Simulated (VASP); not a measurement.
Write the native input for VASP 6.6.1 that does the following.

| Item | Value |
| --- | --- |
| Task | single point |
| Functional | PBEsol |
| Potentials or basis | VASP PAW PBE potentials, release 64 (Ta_pv) |
| Cutoff | 500 eV |
| k mesh | 15 × 15 × 15 |
| Occupations | fermi-dirac, width 0.05 eV |
| Spin | no spin polarisation |
| Dipole correction | no |
| Further INCAR settings | ALGO = Normal; EDIFF = 1e-06; NBANDS = 12 |

The structure of Ta lies in POSCAR:

```
Ta
1.0
   -1.6677928000      1.6677928000      1.6512800000
    1.6677928000     -1.6677928000      1.6512800000
    1.6677928000      1.6677928000     -1.6512800000
Ta
1
Direct
    0.0000000000      0.0000000000      0.0000000000
```

This cell differs from its parent crystal: equal xx and yy strain of +1 %.

These files were run (other wordings do the same):

INCAR

```
  PREC = Accurate
  ENCUT = 500
  EDIFF = 1E-6
  ISMEAR = -1
  SIGMA = 0.05
  LREAL = False
  LASPH = True
  NELM = 120
  ALGO = Normal
  ISIF = 2
  LWAVE = False
  LCHARG = False
  GGA = PS
  NBANDS = 12
  GGA_COMPAT = False
```

KPOINTS

```
Automatic mesh
0
Gamma
  15 15 15
```

Potentials or basis: VASP PAW PBE potentials, release 64 (Ta_pv).

Run with:

```sh
$ cat potpaw_PBE.64/Ta_pv/POTCAR > POTCAR
$ mpirun -np 1 vasp_std > vasp.out
```

Results of the run:

```
Pressure : -7.6 GPa
```

Caveat: the cell differs from its parent crystal (equal xx and yy strain of +1 %); the PAW data sets were made with another functional, which shifts forces and pressure a little.

Wall time 26 s on 1 thread of Intel Xeon 6975P-C, with other jobs on the host, peak memory 0.18 GiB.
